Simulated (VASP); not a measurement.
# Au (R-3m) in VASP: further runs

Au is run at these levels: PBE; tasks: single point.

Program: VASP 6.6.1. These are calculated values, not measurements. Logs are shortened: lines on timing, memory, paths and dates and some standing lists are left out, and cuts for length are marked.

## Step 1: The cell of the first run

The structure is trigonal, space group R-3m (No. 166). Conventional cell: a = 2.580 Å, b = 2.580 Å, c = 8.910 Å, α = 90.00°, β = 90.00°, γ = 120.00°. Au (site symmetry -3m) has 12 Au at 2.58 to 3.32 Å within 3.4 Å.

## Step 2: Single point, PBE

INCAR reads:

```
  ALGO = Fast
  EDIFF = 1E-6
  ENCUT = 520
  GGA = PE
  ISIF = 2
  ISMEAR = 0
  LASPH = T
  LCHARG = F
  LREAL = F
  LWAVE = F
  NBANDS = 12
  NELM = 80
  PREC = Accurate
  SIGMA = 0.15
```

KPOINTS reads:

```
k-points
0
Gamma
  22 22 22
```

POSCAR reads:

```
Au
1.0
    0.4986001184      2.3227468929      2.3227468929
    2.3227468929      0.4986001184      2.3227468929
    2.3227468929      2.3227468929      0.4986001184
Au
1
Direct
    0.0000000000      0.0000000000      0.0000000000
```

Potentials or basis: VASP PAW PBE potentials, release 64 (Au).

Command:

```bash
cat potpaw_PBE.64/Au/POTCAR > POTCAR
mpirun -np 1 vasp_std > vasp.out
```

OUTCAR:

```text
EDIFF = 1E-6
   ENCUT = 520
   GGA = PE
   ISIF = 2
   ISMEAR = 0
   LASPH = T
   LREAL = F
   NELM = 80
   PREC = Accurate

 ion  position               nearest neighbor table
   1  0.000  0.000  0.000-

  LATTYP: Found a trigonal (rhomboedric) cell.
 ALAT       =     3.3224852648
 COS(alpha) =     0.6985651702

  Lattice vectors:

 A1 = (   0.4986001184,   2.3227468929,   2.3227468929)
 A2 = (   2.3227468929,   0.4986001184,   2.3227468929)
 A3 = (   2.3227468929,   2.3227468929,   0.4986001184)

Analysis of symmetry for initial positions (statically):
=====================================================================
 Subroutine PRICEL returns:
 Original cell was already a primitive cell.

 Routine SETGRP: Setting up the symmetry group for a
 trigonal (rhombohedral) supercell.

 Subroutine GETGRP returns: Found 12 space group operations
 (whereof 12 operations were pure point group operations)
 out of a pool of 12 trial point group operations.

The static configuration has the point symmetry D_3d.

Analysis of symmetry for dynamics (positions and initial velocities):
=====================================================================
 Subroutine PRICEL returns:
 Original cell was already a primitive cell.

 Routine SETGRP: Setting up the symmetry group for a
 trigonal (rhombohedral) supercell.

 Subroutine GETGRP returns: Found 12 space group operations
 (whereof 12 operations were pure point group operations)
 out of a pool of 12 trial point group operations.

The dynamic configuration has the point symmetry D_3d.

 Subroutine INISYM returns: Found 12 space group operations
 (whereof 12 operations are pure point group operations),
 and found     1 'primitive' translations

----------------------------------------------------------------------------------------

                                     Primitive cell

  volume of cell :      17.1170

  direct lattice vectors                    reciprocal lattice vectors
     0.498600118  2.322746893  2.322746893    -0.300668436  0.247533066  0.247533066
     2.322746893  0.498600118  2.322746893     0.247533066 -0.300668436  0.247533066
     2.322746893  2.322746893  0.498600118     0.247533066  0.247533066 -0.300668436

  length of vectors
     3.322485265  3.322485265  3.322485265     0.461461532  0.461461532  0.461461532

  position of ions in fractional coordinates (direct lattice)
     0.000000000  0.000000000  0.000000000

  ion indices of the primitive-cell ions
   primitive index   ion index
[... 76 lines left out ...]
   NSW    =      0    number of steps for IOM
   IBRION =     -1    ionic relax: 0-MD 1-quasi-New 2-CG
   NFREE  =      0    steps in history (QN), initial steepest desc. (CG)
   ISIF   =      2    stress and relaxation
   ISYM   =      2    0-nonsym 1-usesym 2-fastsym
   POTIM  = 0.5000    time-step for ionic-motion
   TEBEG  =    0.0;   TEEND  =   0.0 temperature during run
   PSTRESS=    0.0 pullay stress
   NELECT =      11.0000    total number of electrons
   NUPDOWN=      -1.0000    fix difference up-down
   EMIN   =  10.00;   EMAX   =-10.00  energy-range for DOS
   EFERMI =   0.00;   METHOD = LEGACY
   ISMEAR =     0;   SIGMA  =   0.15  broadening in eV -4-tet -1-fermi 0-gaus
   EFERMI_NEDOS =   21; number of points for ismear=-14 and -15
   IALGO  =     68    algorithm
   IMIX   =      4    mixing-type and parameters
     AMIX     =   0.40;   BMIX     =  1.00
     AMIX_MAG =   1.60;   BMIX_MAG =  1.00
  volume/ion in A,a.u.               =      17.12       115.51
  Fermi-wavevector in a.u.,A,eV,Ry     =   1.412742  2.669696 27.155058  1.995840
  Thomas-Fermi vector in A             =   2.534459
   LORBIT       =      0    0 simple, 1 ext, 2 COOP (PROOUT), +10 PAW based schemes
   GGA     = PE    functional components
   LHFCALC =     F    Hartree Fock is set to
   AEXX    =    0.0000 exact exchange contribution
   IVDW    =     0    specifies the selected vdW correction
   LEPSILON=     F    determine dielectric tensor
   LRPA    =     F    only Hartree local field effects (RPA)
 non-spin polarized calculation
 RMM-DIIS sequential band-by-band and
 Gauss-broadening in eV      SIGMA  =   0.15
  energy-cutoff  :      520.00
  volume of cell :       17.12
 maximum number of plane-waves:       473
 NGX is ok and might be reduce to    28

 number of electron      11.0000000 magnetization

 Free energy of the ion-electron system (eV)
  ---------------------------------------------------
  ext. energy  EPLUGINS =         0.00000000
  ---------------------------------------------------
  free energy    TOTEN  =        -2.70942031 eV

  energy without entropy =       -2.70688975  energy(sigma->0) =       -2.70815503

 E-fermi :   9.2540     XC(G=0): -12.5389

 val. band max:        9.2419281916   @ k =  -0.3636  -0.4545   0.3182
 cond. band min:       9.2561298547   @ k =  -0.3636   0.2727   0.2727
 fundamental gap:      0.0142016631
 Fermi energy:         9.2540444981

 k-point     1 :       0.0000    0.0000    0.0000
  band No.  band energies     occupation
      1      -0.8452      2.00000
      2       3.1755      2.00000
      3       4.3097      2.00000
      4       4.3097      2.00000
      5       7.1426      2.00000
      6       7.1426      2.00000
      7      18.3540      0.00000
      8      26.2439      0.00000
      9      27.4204      0.00000
     10      32.6817      0.00000
     11      32.6817      0.00000
     12      36.8114      0.00000
[... 331 lines left out ...]
 k-point    24 :      -0.4545    0.0455   -0.0000
  band No.  band energies     occupation
      1       1.2092      2.00000
      2       3.4770      2.00000
      3       6.0808      2.00000
      4       6.1498      2.00000
      5       8.1191      2.00000
      6      10.0306      0.00000
      7      15.1827      0.00000
      8      20.8621      0.00000
      9      26.1875      0.00000
     10      27.5687      0.00000
     11      29.8992      0.00000
     12      32.0027      0.00000

 [... further k-points ...]
[... 5 lines left out ...]
  --------------------------------------------------------------------------------------
  -------------------------------------------------------------------------------------
  Total        3.9005130      3.9005130      3.9005130     -1.6803839     -1.6803839     -1.6803839
  in kB      365.0932996    365.0932996    365.0932996   -157.2862117   -157.2862117   -157.2862117
  external PRESSURE =     365.0932996 kB  Pullay stress =       0.0000000 kB

 VOLUME and BASIS-vectors are now :
 -----------------------------------------------------------------------------
  energy-cutoff  :      520.00
  volume of cell :       17.12
      direct lattice vectors                 reciprocal lattice vectors
     0.498600118  2.322746893  2.322746893    -0.300668436  0.247533066  0.247533066
     2.322746893  0.498600118  2.322746893     0.247533066 -0.300668436  0.247533066
     2.322746893  2.322746893  0.498600118     0.247533066  0.247533066 -0.300668436

 POSITION                                       TOTAL-FORCE (eV/Angst)
 -----------------------------------------------------------------------------------
      0.00000      0.00000      0.00000        -0.000000      0.000000     -0.000000
 -----------------------------------------------------------------------------------
    total drift:                               -0.000000     -0.000000     -0.000000

  FREE ENERGIE OF THE ION-ELECTRON SYSTEM (eV)
  ---------------------------------------------------
  free  energy   TOTEN  =        -2.7094203102 eV

  energy  without entropy=       -2.7068897534  energy(sigma->0) =       -2.70815503
```

stdout:

```text
POSCAR found type information on POSCAR Au
 POSCAR found :  1 types and       1 ions
 scaLAPACK will be used
 LDA part: xc-table for (Slater+PW92), standard interpolation
 POSCAR, INCAR and KPOINTS ok, starting setup
 FFT: planning ... GRIDC
 FFT: planning ... GRID_SOFT
 FFT: planning ... GRID
 WAVECAR not read
 entering main loop
WARNING in EDDRMM: call to ZHEGV failed, returncode =   8  4     12
```

Wall time 4.6 min (1 thread of Intel Xeon Platinum 8259CL at 2.50GHz (Skylake/Cascade Lake), shared host); peak memory 0.33 GiB.

Results:

```yaml
Free_energy: -2.7094 eV
Pressure: 36.5 GPa
```

Levels at points of the mesh, in eV from the Fermi level:
```
           k point  band 3  band 4  band 5  band 6  band 7  band 8  band 9  band 10
(0.00, 0.00, 0.00)   -4.94   -4.94   -2.11   -2.11    9.10   16.99   18.17    23.43
(0.50, 0.00, 0.00)   -3.11   -3.06   -0.58    0.37    5.73   11.40   16.96    18.55
(0.50, 0.50, 0.00)   -2.41   -2.06   -0.56    1.63    7.21    7.53   14.76    15.66
(0.50, 0.50, 0.50)   -5.00   -2.27   -1.83   -1.83   -0.76   16.35   23.40    23.40
```

Caveat: spin-orbit coupling is left out, which moves the levels of the heavy elements.

## Step 3: Single point, PBE

This run uses another cell than the first one, of the same volume but with other edges.

INCAR reads:

```
PREC = Accurate
ENCUT = 520
EDIFF = 1E-7
ISMEAR = 0
SIGMA = 0.15
LREAL = False
LASPH = True
NELM = 60
ALGO = Fast
ISIF = 2
LWAVE = False
LCHARG = False
GGA = PE
NBANDS = 12
```

KPOINTS reads:

```
regular mesh
0
Gamma
  22 22 22
```

POSCAR reads:

```
Au
1.0
   -0.6467222448      1.7784861733      1.7784861733
    1.7784861733     -0.6467222448      1.7784861733
    1.7784861733      1.7784861733     -0.6467222448
Au
1
Direct
    0.0000000000      0.0000000000      0.0000000000
```

Potentials or basis: VASP PAW PBE potentials, release 64 (Au).

Command:

```bash
cat potpaw_PBE.64/Au/POTCAR > POTCAR
mpirun -np 1 vasp_std > vasp.out
```

OUTCAR:

```text
PREC = Accurate
   ENCUT = 520
   EDIFF = 1E-7
   ISMEAR = 0
   LREAL = False
   LASPH = True
   NELM = 60
   ISIF = 2
   GGA = PE

 ion  position               nearest neighbor table
   1  0.000  0.000  0.000-

  LATTYP: Found a trigonal (rhomboedric) cell.
 ALAT       =     2.5969743547
 COS(alpha) =     0.1279069768

  Lattice vectors:

 A1 = (  -0.6467222448,   1.7784861733,   1.7784861733)
 A2 = (   1.7784861733,  -0.6467222448,   1.7784861733)
 A3 = (   1.7784861733,   1.7784861733,  -0.6467222448)

Analysis of symmetry for initial positions (statically):
=====================================================================
 Subroutine PRICEL returns:
 Original cell was already a primitive cell.

 Routine SETGRP: Setting up the symmetry group for a
 trigonal (rhombohedral) supercell.

 Subroutine GETGRP returns: Found 12 space group operations
 (whereof 12 operations were pure point group operations)
 out of a pool of 12 trial point group operations.

The static configuration has the point symmetry D_3d.

Analysis of symmetry for dynamics (positions and initial velocities):
=====================================================================
 Subroutine PRICEL returns:
 Original cell was already a primitive cell.

 Routine SETGRP: Setting up the symmetry group for a
 trigonal (rhombohedral) supercell.

 Subroutine GETGRP returns: Found 12 space group operations
 (whereof 12 operations were pure point group operations)
 out of a pool of 12 trial point group operations.

The dynamic configuration has the point symmetry D_3d.

 Subroutine INISYM returns: Found 12 space group operations
 (whereof 12 operations are pure point group operations),
 and found     1 'primitive' translations

----------------------------------------------------------------------------------------

                                     Primitive cell

  volume of cell :      17.1170

[... 109 lines left out ...]
  Thomas-Fermi vector in A             =   2.534459
   LORBIT       =      0    0 simple, 1 ext, 2 COOP (PROOUT), +10 PAW based schemes
   GGA     = PE    functional components
   LHFCALC =     F    Hartree Fock is set to
   AEXX    =    0.0000 exact exchange contribution
   IVDW    =     0    specifies the selected vdW correction
   LEPSILON=     F    determine dielectric tensor
   LRPA    =     F    only Hartree local field effects (RPA)
 non-spin polarized calculation
 RMM-DIIS sequential band-by-band and
 Gauss-broadening in eV      SIGMA  =   0.15
  energy-cutoff  :      520.00
  volume of cell :       17.12
 maximum number of plane-waves:       475
   NGX =  9   NGY =  9   NGZ =  9

 number of electron      11.0000000 magnetization

 Free energy of the ion-electron system (eV)
  ---------------------------------------------------
  ext. energy  EPLUGINS =         0.00000000
  ---------------------------------------------------
  free energy    TOTEN  =        -2.79141835 eV

  energy without entropy =       -2.78697119  energy(sigma->0) =       -2.78919477

 E-fermi :   9.0660     XC(G=0): -12.5727

 val. band max:        9.0577080665   @ k =  -0.3182   0.3636   0.0455
 cond. band min:       9.0681294006   @ k =   0.4091   0.3182   0.1364
 fundamental gap:      0.0104213341
 Fermi energy:         9.0659701080

 k-point     1 :       0.0000    0.0000    0.0000
  band No.  band energies     occupation
      1      -0.3977      2.00000
      2       2.2573      2.00000
      3       2.2573      2.00000
      4       7.4310      2.00000
      5       7.4310      2.00000
      6       7.5270      2.00000
      7      23.3390      0.00000
      8      24.6002      0.00000
      9      24.6002      0.00000
     10      30.4630      0.00000
     11      32.9732      0.00000
     12      32.9732      0.00000
[... 331 lines left out ...]
 k-point    24 :      -0.4545    0.0455    0.0000
  band No.  band energies     occupation
      1       2.0114      2.00000
      2       2.6901      2.00000
      3       5.6893      2.00000
      4       6.0859      2.00000
      5       7.5341      2.00000
      6       7.7295      2.00000
      7      12.4198      0.00000
      8      25.4927      0.00000
      9      26.4741      0.00000
     10      30.7454      0.00000
     11      31.6729      0.00000
     12      34.4945      0.00000

 [... further k-points ...]
[... 5 lines left out ...]
  --------------------------------------------------------------------------------------
  -------------------------------------------------------------------------------------
  Total        3.2803886      3.2803886      3.2803886      0.4513198      0.4513198      0.4513198
  in kB      307.0488219    307.0488219    307.0488219     42.2441457     42.2441457     42.2441457
  external PRESSURE =     307.0488219 kB  Pullay stress =       0.0000000 kB

 VOLUME and BASIS-vectors are now :
 -----------------------------------------------------------------------------
  energy-cutoff  :      520.00
  volume of cell :       17.12
      direct lattice vectors                 reciprocal lattice vectors
    -0.646722245  1.778486173  1.778486173    -0.160352771  0.251982925  0.251982925
     1.778486173 -0.646722245  1.778486173     0.251982925 -0.160352771  0.251982925
     1.778486173  1.778486173 -0.646722245     0.251982925  0.251982925 -0.160352771

 POSITION                                       TOTAL-FORCE (eV/Angst)
 -----------------------------------------------------------------------------------
      0.00000      0.00000      0.00000         0.000000      0.000000     -0.000000
 -----------------------------------------------------------------------------------
    total drift:                                0.000000     -0.000000     -0.000000

  FREE ENERGIE OF THE ION-ELECTRON SYSTEM (eV)
  ---------------------------------------------------
  free  energy   TOTEN  =        -2.7914183479 eV

  energy  without entropy=       -2.7869711867  energy(sigma->0) =       -2.78919477
```

OSZICAR:

```text
N       E                     dE             d eps       ncg     rms          rms(c)
DAV:   1     0.504090981651E+02    0.50409E+02   -0.56278E+03 25384   0.818E+02
DAV:   2    -0.240114876956E+01   -0.52810E+02   -0.50122E+02 28856   0.189E+02
DAV:   3    -0.309270704265E+01   -0.69156E+00   -0.69080E+00 29356   0.209E+01
DAV:   4    -0.309534100996E+01   -0.26340E-02   -0.26338E-02 28596   0.146E+00
DAV:   5    -0.309536244186E+01   -0.21432E-04   -0.21432E-04 29688   0.126E-01    0.107E+01
RMM:   6    -0.281402948083E+01    0.28133E+00   -0.31027E-01 24828   0.465E+00    0.697E+00
RMM:   7    -0.279465835444E+01    0.19371E-01   -0.28599E-02 26248   0.162E+00    0.330E+00
RMM:   8    -0.279140158309E+01    0.32568E-02   -0.39429E-03 27731   0.571E-01    0.241E-01
RMM:   9    -0.279140940569E+01   -0.78226E-05   -0.43743E-04 28752   0.169E-01    0.811E-02
RMM:  10    -0.279141615526E+01   -0.67496E-05   -0.76578E-05 28905   0.644E-02    0.403E-02
RMM:  11    -0.279141830909E+01   -0.21538E-05   -0.18735E-05 29321   0.281E-02    0.114E-02
RMM:  12    -0.279141839488E+01   -0.85791E-07   -0.34296E-06 28908   0.130E-02    0.533E-03
RMM:  13    -0.279141825631E+01    0.13858E-06   -0.86446E-07 26724   0.581E-03    0.193E-03
RMM:  14    -0.279141834788E+01   -0.91574E-07   -0.16391E-07 20839   0.257E-03
   1 F= -.27914183E+01 E0= -.27891948E+01  d E =-.444716E-02
```

It took 2.2 min on 1 thread of Intel Xeon Platinum 8259CL at 2.50GHz (Skylake/Cascade Lake), shared host; peak memory 0.3 GiB.

What came out:

```
Free energy : -2.7914 eV
Pressure    : 30.7 GPa
```

Levels at points of the mesh, in eV from the Fermi level:
```tsv
k point	band 2	band 3	band 4	band 5	band 6	band 7	band 8	band 9	band 10	band 11
(0.00, 0.00, 0.00)	-6.81	-6.81	-1.63	-1.63	-1.54	14.27	15.53	15.53	21.40	23.91
(0.50, 0.00, 0.00)	-6.41	-3.29	-2.96	-1.48	-1.23	3.03	16.48	17.56	21.57	23.13
(0.50, 0.50, 0.00)	-6.21	-2.88	-2.76	0.03	2.68	5.28	7.94	13.47	18.57	22.91
(0.50, 0.50, 0.50)	-5.76	-5.76	0.08	0.08	5.85	10.73	11.12	11.12	12.63	19.79
```

Caveat: spin-orbit coupling is left out, which moves the levels of the heavy elements.

[end of part 1 of 2]
